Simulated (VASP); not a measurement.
## TiC: relaxation of cell and atoms with PBEsol

The system is TiC.

```xyz
2
Lattice="0.0000 2.1593 2.1593 2.1593 0.0000 2.1593 2.1593 2.1593 0.0000" Properties=species:S:1:pos:R:3 pbc="T T T"
Ti    0.0000    0.0000    0.0000
C     2.1593    2.1593    2.1593
```

- Program: VASP 6.6.1
- Task: relaxation of cell and atoms
- Functional: PBEsol
- Potentials or basis: VASP PAW PBE potentials, release 64 (Ti_sv, C)
- Cutoff: 600 eV
- k mesh: 14 × 14 × 14
- Occupations: fermi-dirac, width 0.1 eV
- Spin: no spin polarisation
- Dipole correction: no
- Further INCAR settings: ALGO = Normal; EDIFF = 1e-06; IBRION = 2; EDIFFG = -0.002; NSW = 100; ISIF = 3

```json
{
 "Relaxed volume": "9.90 Å³/atom",
 "Relaxed cell": "a = 3.037 Å, b = 3.037 Å, c = 3.037 Å, α = 60.00°, β = 60.00°, γ = 60.00°",
 "Space group after relaxing (to 0.05 Å)": "Fm-3m (No. 225)",
 "Energy gained by relaxing": "2.3 meV/atom",
 "Ionic steps": "3",
 "Pressure after relaxing": "0.0 GPa",
 "Band gap on the k mesh": "zero (band 8 reaches 10.28 eV, above the bottom of band 9 at 9.20 eV)"
}
```

The path:
| step | energy change (eV) | largest force (eV/Å) | pressure (GPa) | volume (Å³) |
| --- | --- | --- | --- | --- |
| 1 | 0.0000 | 0.0000 | -4.37 | 20.14 |
| 2 | 0.0041 | 0.0000 | 6.35 | 19.35 |
| 3 | -0.0047 | 0.0000 | -0.03 | 19.80 |

Final structure:
```
Ti C
1.0
     0.00000    2.14719    2.14719
     2.14719    0.00000    2.14719
     2.14719    2.14719    0.00000
Ti C
1 1
Direct
  0.00000 0.00000 0.00000
  0.50000 0.50000 0.50000
```

Levels at points of the mesh, in eV from the Fermi level:
```tsv
k point	band 4	band 5	band 6	band 7	band 8	band 9	band 10	band 11	band 12
(0.00, 0.00, 0.00)	-32.35	-12.47	0.69	0.69	0.69	1.75	1.75	1.75	1.79
(0.50, 0.00, 0.00)	-32.41	-8.83	-5.98	-2.97	-2.97	3.04	3.04	4.27	8.32
(0.50, 0.50, 0.00)	-32.54	-10.15	-3.45	-1.74	0.01	0.01	2.84	3.67	3.67
```

It took 88 s on 1 thread of Intel Xeon 8259CL (shared host), peak memory 0.16 GiB.

Caveat: the PAW data sets were made with another functional, which shifts forces and pressure a little.
